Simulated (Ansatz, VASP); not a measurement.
# WSe2: VASP beside Ansatz

The input INCAR:

```
SYSTEM = WSe2
ALGO = Normal
EDIFF = 1E-7
ENCUT = 520
GGA = CA
ISIF = 2
ISMEAR = 0
LASPH = .TRUE.
LCHARG = .TRUE.
LELF = .TRUE.
LREAL = .FALSE.
LVHAR = .TRUE.
LWAVE = .FALSE.
NBANDS = 20
NELM = 80
PREC = Accurate
SIGMA = 0.05
```

File KPOINTS:

```
k-points
0
G
  12 12 2
  0 0 0
```

File POSCAR:

```
WSe2
1.0
    3.3179375931      0.0000000000      0.0000000000
   -1.6589687966      2.8734182438      0.0000000000
    0.0000000000      0.0000000000     16.6581424200
W Se
1 2
Direct
    0.0000000000      0.0000000000      0.0000000000
    0.2829094613      0.6297538304      0.0997865200
    0.3837572054      0.7035795029      0.9002134800
```

Input for Ansatz:

```yaml
crystal:
  lattice:
    - [3.3179375931, 0.0, 0.0]
    - [-1.6589687966, 2.8734182438, 0.0]
    - [0.0, 0.0, 16.65814242]
  atoms:
    - { symbol: W, position: [0.0, 0.0, 0.0] }
    - { symbol: Se, position: [0.2829094613, 0.6297538304, 0.09978652] }
    - { symbol: Se, position: [0.3837572054, 0.7035795029, 0.90021348] }
basis:
  ecutwfc: 420
kpoints:
  mp_grid: { grid: [12, 12, 2] }
hamiltonian:
  xc: lda
scf:
  occupations: { method: gaussian, width: 0.05 }
output:
  forces: true
  stress: true
  eigenvalues: true
```

Change from the starting cell: mode 4 (168.4 1/cm) frozen in, largest displacement -0.150 Å.

Alike in both runs: task single point; functional LDA; k mesh 12 × 12 × 2; occupations gaussian, width 0.05 eV; no spin polarisation.

```csv
,VASP,Ansatz
version,VASP 6.6.1,Ansatz 0.2.0
potentials or method,"VASP PAW LDA potentials, release 64 (W_sv, Se), cutoff 520 eV","scalar-relativistic, plane waves, PAW"
valence electrons in the cell,26,46
```

|  | VASP | Ansatz | Ansatz less VASP |
| --- | --- | --- | --- |
| gap on the k mesh at the Fermi level (eV) | 1.48 | 1.48 | -0.004 |
| least direct gap on the mesh (eV) | 1.48 | 1.48 | -0.004 |
| rms of the force components (eV/Å) | 0.600 | 0.599 | -0.0013 |

LDA's correlation is that of Perdew and Zunger in VASP and of Perdew and Wang (1992) in Ansatz. Atom by atom the forces differ by 0.045 eV/Å (rms over components). VASP's potentials hold 26 valence electrons a cell and Ansatz's 46, so a difference there can come from the potentials and not from the codes.

Spin-orbit coupling is off throughout.
